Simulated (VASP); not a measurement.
## Be2NiH: single point with PBE

The system is Be2NiH.

```
Be Ni H
1.0
     2.89848    0.00000    0.00000
     0.00000    2.89848    0.00000
     0.00000    0.00000    4.28928
Be Ni H
2 1 1
Cartesian
  0.0000 0.0000 2.1446
  1.4492 1.4492 0.0000
  0.0000 0.0000 0.0000
  1.4492 1.4492 2.1446
```

The cell was generated, and may not be a known phase.

```
Program                : VASP 6.6.1
Task                   : single point
Functional             : PBE
Potentials or basis    : VASP PAW PBE potentials, release 64 (Be, Ni, H)
Cutoff                 : 520 eV
k mesh                 : 6 × 6 × 4
Occupations            : gaussian, width 0.1 eV
Spin                   : collinear spin, ferromagnetic start
Starting moments       : [0.0, 0.0, 2.0, 0.0] μB
Dipole correction      : no
Further INCAR settings : ALGO = Normal; EDIFF = 1e-06; NBANDS = 20
```

```json
{
 "Pressure": "0.2 GPa",
 "Net moment": "0.00 μB per cell",
 "Valence electrons inside the program's atomic spheres": "Be 0.81, 1.12; Ni 9.63; H 0.46"
}
```

Levels at points of the mesh, in eV from the Fermi level:
Spin up:
```csv
k point,band 5,band 6,band 7,band 8,band 9,band 10
"(0.00, 0.00, 0.00)",-1.47,-1.41,-1.41,-0.34,4.51,4.51
"(0.50, 0.00, 0.00)",-2.54,-1.32,-0.61,0.73,1.11,4.27
"(0.50, 0.50, 0.00)",-2.09,-2.09,-1.46,-0.81,1.79,3.46
"(0.00, 0.00, 0.50)",-1.52,-1.52,-1.47,4.71,5.89,5.89
"(0.50, 0.00, 0.50)",-2.53,-2.30,-1.39,-1.25,-0.40,8.70
"(0.50, 0.50, 0.50)",-2.38,-0.81,-0.76,-0.76,1.81,1.81
```
Spin down:
| k point | band 4 | band 5 | band 6 | band 7 | band 8 | band 9 | band 10 | band 11 |
| --- | --- | --- | --- | --- | --- | --- | --- | --- |
| (0.00, 0.00, 0.00) | -2.61 | -1.47 | -1.41 | -1.41 | -0.34 | 4.51 | 4.51 | 8.13 |
| (0.50, 0.00, 0.00) | -2.81 | -2.54 | -1.32 | -0.61 | 0.73 | 1.11 | 4.27 | 4.69 |
| (0.50, 0.50, 0.00) | -2.19 | -2.09 | -2.09 | -1.46 | -0.81 | 1.79 | 3.46 | 3.79 |
| (0.00, 0.00, 0.50) | -2.70 | -1.52 | -1.52 | -1.47 | 4.71 | 5.89 | 5.89 | 7.16 |
| (0.50, 0.00, 0.50) | -2.60 | -2.53 | -2.29 | -1.39 | -1.25 | -0.40 | 8.70 | 9.06 |
| (0.50, 0.50, 0.50) | -2.76 | -2.38 | -0.81 | -0.76 | -0.76 | 1.81 | 1.81 | 1.96 |

Run time: 15 s on 1 thread of Intel(R) Xeon(R) 6975P-C (Granite Rapids), with other jobs on the host, peak memory 0.18 GiB.

Caveat: the k points lie up to 0.37 Å⁻¹ apart; the moments typed at the start vanished in this run.
